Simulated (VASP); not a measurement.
# Zr3SiO (Pm-3m) in VASP: a series of runs, part 3 of 3

VASP 6.6.1.

## Step 7: Relaxation of cell and atoms, PBE

This run uses another cell than the first one, of 23.88 Å³/atom, 1.591 times its volume.

File INCAR:

```
  ALGO = Normal
  EDIFF = 1E-6
  EDIFFG = -0.01
  ENCUT = 600
  GGA = PE
  IBRION = 2
  ISIF = 3
  ISMEAR = 0
  LASPH = True
  LCHARG = False
  LREAL = False
  LWAVE = False
  NELM = 80
  NSW = 100
  PREC = Accurate
  SIGMA = 0.1
```

File KPOINTS:

```
k-points
0
Gamma
  8 8 8
```

File POSCAR:

```
Zr3SiO
1.0
    4.9244826610      0.0000000000      0.0000000000
    0.0000000000      4.9244826610      0.0000000000
    0.0000000000      0.0000000000      4.9244826610
Zr Si O
3 1 1
Direct
    0.0000000000      0.5000000000      0.5000000000
    0.5000000000      0.0000000000      0.5000000000
    0.5000000000      0.5000000000      0.0000000000
    0.5000000000      0.5000000000      0.5000000000
    0.0000000000      0.0000000000      0.0000000000
```

Potentials or basis: VASP PAW PBE potentials, release 64 (Zr_sv, Si, O).

Launch:

```
$ cat potpaw_PBE.64/Zr_sv/POTCAR potpaw_PBE.64/Si/POTCAR potpaw_PBE.64/O/POTCAR > POTCAR
$ mpirun -np 1 vasp_std > vasp.out
```

OUTCAR:

```text
EDIFF = 1E-6
   EDIFFG = -0.01
   ENCUT = 600
   GGA = PE
   IBRION = 2
   ISIF = 3
   ISMEAR = 0
   LASPH = True
   LREAL = False
   NELM = 80
   NSW = 100
   PREC = Accurate

 ion  position               nearest neighbor table
   1  0.000  0.500  0.500-   4 2.46   4 2.46   2 3.48   3 3.48   2 3.48   2 3.48   3 3.48   3 3.48
                             3 3.48   2 3.48
   2  0.500  0.000  0.500-   4 2.46   4 2.46   1 3.48   3 3.48   1 3.48   3 3.48   3 3.48   3 3.48
                             1 3.48   1 3.48
   3  0.500  0.500  0.000-   4 2.46   4 2.46   1 3.48   1 3.48   2 3.48   2 3.48   2 3.48   2 3.48
                             1 3.48   1 3.48
   4  0.500  0.500  0.500-   1 2.46   2 2.46   3 2.46   3 2.46   2 2.46   1 2.46
   5  0.000  0.000  0.000-

  LATTYP: Found a simple cubic cell.
 ALAT       =     4.9244826610

  Lattice vectors:

 A1 = (   4.9244826610,   0.0000000000,   0.0000000000)
 A2 = (   0.0000000000,   4.9244826610,   0.0000000000)
 A3 = (   0.0000000000,   0.0000000000,   4.9244826610)

Analysis of symmetry for initial positions (statically):
=====================================================================
 Subroutine PRICEL returns:
 Original cell was already a primitive cell.

 Routine SETGRP: Setting up the symmetry group for a
 simple cubic supercell.

 Subroutine GETGRP returns: Found 48 space group operations
 (whereof 48 operations were pure point group operations)
 out of a pool of 48 trial point group operations.

The static configuration has the point symmetry O_h .

Analysis of symmetry for dynamics (positions and initial velocities):
=====================================================================
 Subroutine PRICEL returns:
 Original cell was already a primitive cell.

 Routine SETGRP: Setting up the symmetry group for a
 simple cubic supercell.

 Subroutine GETGRP returns: Found 48 space group operations
 (whereof 48 operations were pure point group operations)
 out of a pool of 48 trial point group operations.

The dynamic configuration has the point symmetry O_h .

 Subroutine INISYM returns: Found 48 space group operations
 (whereof 48 operations are pure point group operations),
 and found     1 'primitive' translations

----------------------------------------------------------------------------------------

                                     Primitive cell

  volume of cell :     119.4213

  direct lattice vectors                    reciprocal lattice vectors
     4.924482661  0.000000000  0.000000000     0.203067016  0.000000000  0.000000000
     0.000000000  4.924482661  0.000000000     0.000000000  0.203067016  0.000000000
     0.000000000  0.000000000  4.924482661     0.000000000  0.000000000  0.203067016

  length of vectors
     4.924482661  4.924482661  4.924482661     0.203067016  0.203067016  0.203067016

  position of ions in fractional coordinates (direct lattice)
     0.000000000  0.500000000  0.500000000
     0.500000000  0.000000000  0.500000000
     0.500000000  0.500000000  0.000000000
     0.500000000  0.500000000  0.500000000
     0.000000000  0.000000000  0.000000000

  ion indices of the primitive-cell ions
[... 26 lines left out ...]
     0.000000000  0.000000000  0.000000000

 Subroutine IBZKPT returns following result:
 ===========================================

 Found     35 irreducible k-points:

 Following reciprocal coordinates:
            Coordinates               Weight
  0.000000  0.000000  0.000000      1.000000
  0.125000  0.000000  0.000000      6.000000
  0.250000  0.000000  0.000000      6.000000
  0.375000  0.000000  0.000000      6.000000
  0.500000  0.000000  0.000000      3.000000
  0.125000  0.125000  0.000000     12.000000
[... 16 lines left out ...]
  0.375000  0.375000  0.125000     24.000000
  0.500000  0.375000  0.125000     24.000000
 [... further k-points ...]
   k-points           NKPTS =     35   k-points in BZ     NKDIM =     35   number of bands    NBANDS=     27
   number of dos      NEDOS =    301   number of ions     NIONS =      5
   total plane-waves  NPLWV =  64000
   dimension x,y,z NGX =    40 NGY =   40 NGZ =   40
   dimension x,y,z NGXF=    80 NGYF=   80 NGZF=   80
   ions per type =               3   1   1
   NGX,Y,Z   is equivalent  to a cutoff of  13.50, 13.50, 13.50 a.u.
   NGXF,Y,Z  is equivalent  to a cutoff of  27.01, 27.01, 27.01 a.u.
 SYSTEM =  unknown system
   PREC   = accura    normal or accurate (medium, high low for compatibility)
   ISTART =      0    job   : 0-new  1-cont  2-samecut
   ICHARG =      2    charge: 1-file 2-atom 10-const
   ISPIN  =      1    spin polarized calculation?
   LNONCOLLINEAR =      F non collinear calculations
   LSORBIT =      F    spin-orbit coupling
   LASPH  =      T    aspherical Exc in radial PAW
   ENCUT  =  600.0 eV  44.10 Ry    6.64 a.u.   9.84  9.84  9.84*2*pi/ulx,y,z
   NELM   =     80;   NELMIN=  2; NELMDL= -5     # of ELM steps
   EDIFF  = 0.1E-05   stopping-criterion for ELM
   LREAL  =      F    real-space projection
   EDIFFG = -.1E-01   stopping-criterion for IOM
   NSW    =    100    number of steps for IOM
   IBRION =      2    ionic relax: 0-MD 1-quasi-New 2-CG
   NFREE  =      1    steps in history (QN), initial steepest desc. (CG)
   ISIF   =      3    stress and relaxation
   ISYM   =      2    0-nonsym 1-usesym 2-fastsym
   POTIM  = 0.5000    time-step for ionic-motion
   TEBEG  =    0.0;   TEEND  =   0.0 temperature during run
   PSTRESS=    0.0 pullay stress
   NELECT =      46.0000    total number of electrons
   NUPDOWN=      -1.0000    fix difference up-down
   EMIN   =  10.00;   EMAX   =-10.00  energy-range for DOS
   EFERMI =   0.00;   METHOD = LEGACY
   ISMEAR =     0;   SIGMA  =   0.10  broadening in eV -4-tet -1-fermi 0-gaus
   EFERMI_NEDOS =   21; number of points for ismear=-14 and -15
   IALGO  =     38    algorithm
   IMIX   =      4    mixing-type and parameters
     AMIX     =   0.40;   BMIX     =  1.00
     AMIX_MAG =   1.60;   BMIX_MAG =  1.00
  volume/ion in A,a.u.               =      23.88       161.18
  Fermi-wavevector in a.u.,A,eV,Ry     =   1.191151  2.250949 19.304501  1.418841
  Thomas-Fermi vector in A             =   2.327219
   LORBIT       =      0    0 simple, 1 ext, 2 COOP (PROOUT), +10 PAW based schemes
   GGA     = PE    functional components
   LHFCALC =     F    Hartree Fock is set to
   AEXX    =    0.0000 exact exchange contribution
   IVDW    =     0    specifies the selected vdW correction
   LEPSILON=     F    determine dielectric tensor
   LRPA    =     F    only Hartree local field effects (RPA)
 conjugate gradient relaxation of ions
 non-spin polarized calculation
 Gauss-broadening in eV      SIGMA  =   0.10
  energy-cutoff  :      600.00
  volume of cell :      119.42
 maximum number of plane-waves:      4013
 NGX is ok and might be reduce to    40
   NGX = 19   NGY = 19   NGZ = 19

 number of electron      45.9999995 magnetization

 Free energy of the ion-electron system (eV)
  ---------------------------------------------------
  ext. energy  EPLUGINS =         0.00000000
  ---------------------------------------------------
  free energy    TOTEN  =       -32.67275769 eV

  energy without entropy =      -32.61681055  energy(sigma->0) =      -32.64478412

 E-fermi :   5.6393     XC(G=0):  -9.7140

 val. band max:        5.6349894956   @ k =   0.3750   0.3750   0.2500
 cond. band min:       5.6399745127   @ k =   0.3750   0.3750   0.1250
 fundamental gap:      0.0049850170
 Fermi energy:         5.6393116800

 k-point     1 :       0.0000    0.0000    0.0000
  band No.  band energies     occupation
      1     -43.6980      2.00000
      2     -43.6456      2.00000
      3     -43.6456      2.00000
      4     -21.8721      2.00000
      5     -21.8721      2.00000
      6     -21.8721      2.00000
[... 709 lines left out ...]
     26       6.6096      0.00000
     27       6.6862      0.00000

 [... further k-points ...]
[... 5 lines left out ...]
  --------------------------------------------------------------------------------------
  -------------------------------------------------------------------------------------
  Total       -0.0001646     -0.0001646     -0.0001646      0.0000000     -0.0000000      0.0000000
  in kB       -0.0022081     -0.0022081     -0.0022081      0.0000000     -0.0000000      0.0000000
  external PRESSURE =      -0.0022081 kB  Pullay stress =       0.0000000 kB

 VOLUME and BASIS-vectors are now :
 -----------------------------------------------------------------------------
  energy-cutoff  :      600.00
  volume of cell :      119.42
      direct lattice vectors                 reciprocal lattice vectors
     4.924482661  0.000000000  0.000000000     0.203067016  0.000000000  0.000000000
     0.000000000  4.924482661  0.000000000     0.000000000  0.203067016  0.000000000
     0.000000000  0.000000000  4.924482661     0.000000000  0.000000000  0.203067016

 POSITION                                       TOTAL-FORCE (eV/Angst)
 -----------------------------------------------------------------------------------
      0.00000      2.46224      2.46224         0.000000      0.000000      0.000000
      2.46224      0.00000      2.46224         0.000000      0.000000      0.000000
      2.46224      2.46224      0.00000         0.000000      0.000000      0.000000
      2.46224      2.46224      2.46224         0.000000      0.000000      0.000000
      0.00000      0.00000      0.00000         0.000000      0.000000      0.000000
 -----------------------------------------------------------------------------------
    total drift:                                0.000000     -0.000000     -0.000000

  FREE ENERGIE OF THE ION-ELECTRON SYSTEM (eV)
  ---------------------------------------------------
  free  energy   TOTEN  =       -32.6727576915 eV

  energy  without entropy=      -32.6168105544  energy(sigma->0) =      -32.64478412

 reached required accuracy - stopping structural energy minimisation
```

Run time: 1.9 min. Hardware: 1 thread of Intel Xeon Platinum 8488C (Sapphire Rapids), shared host; peak memory 0.31 GiB.

Results:

| Item | Value |
| --- | --- |
| Free energy | -32.6728 eV |
| Pressure after relaxing | 0.0 GPa |
| Band gap on the k mesh | zero (band 23 reaches 6.12 eV, above the bottom of band 24 at 5.03 eV) |

Final structure:
```
Zr Si O
1.0
     4.92448    0.00000    0.00000
     0.00000    4.92448    0.00000
     0.00000    0.00000    4.92448
Zr Si O
3 1 1
Direct
  0.00000 0.50000 0.50000
  0.50000 0.00000 0.50000
  0.50000 0.50000 0.00000
  0.50000 0.50000 0.50000
  0.00000 0.00000 0.00000
```

Levels at points of the mesh, in eV from the Fermi level:
```csv
k point,band 21,band 22,band 23,band 24,band 25,band 26
"(0.00, 0.00, 0.00)",-1.64,-0.92,-0.92,-0.10,-0.10,-0.10
"(0.50, 0.00, 0.00)",-1.44,-0.37,-0.03,-0.03,0.02,0.23
"(0.50, 0.50, 0.00)",-0.11,-0.11,0.28,0.61,0.61,1.05
"(0.50, 0.50, 0.50)",-0.46,0.48,0.48,0.48,0.71,0.71
```

Caveat: the relaxation stopped at its first step, so nothing moved.

## Step 8: Overview

| task | spin | cell | k mesh | cutoff (eV) | gap on the mesh (eV) | pressure (GPa) |
| --- | --- | --- | --- | --- | --- | --- |
| single point | off | a = 4.218 Å, 5 atoms | 4 × 4 × 4 | 520 | none | 76.2 |
| single point | off | a = 4.924 Å, 5 atoms | 4 × 4 × 4 | 520 | none | 0.0 |
| relaxation of cell and atoms | off | relaxed from a = 4.218 Å, 5 atoms | 4 × 4 × 4 | 600 | none | 0.3 |
| single point | off | a = 4.924 Å, 5 atoms | 8 × 8 × 8 | 520 | none | 0.0 |
| single point | collinear, ferromagnetic start | a = 4.924 Å, 5 atoms | 4 × 4 × 4 | 520 | none | 0.0 |
| relaxation of cell and atoms | off | relaxed from a = 4.924 Å, 5 atoms | 8 × 8 × 8 | 600 | none | 0.0 |

Alike in all rows: level PBE; potentials or basis VASP PAW PBE potentials, release 64 (Zr_sv, Si, O); smearing gaussian 0.1 eV.

Caveats: some runs use coarse meshes; the volume moved by over 15 % at a fixed basis, so the end points are rough (some runs); the relaxation stopped at its first step, so nothing moved (some runs).

Absolute energies hang on the potentials; compare differences alone.
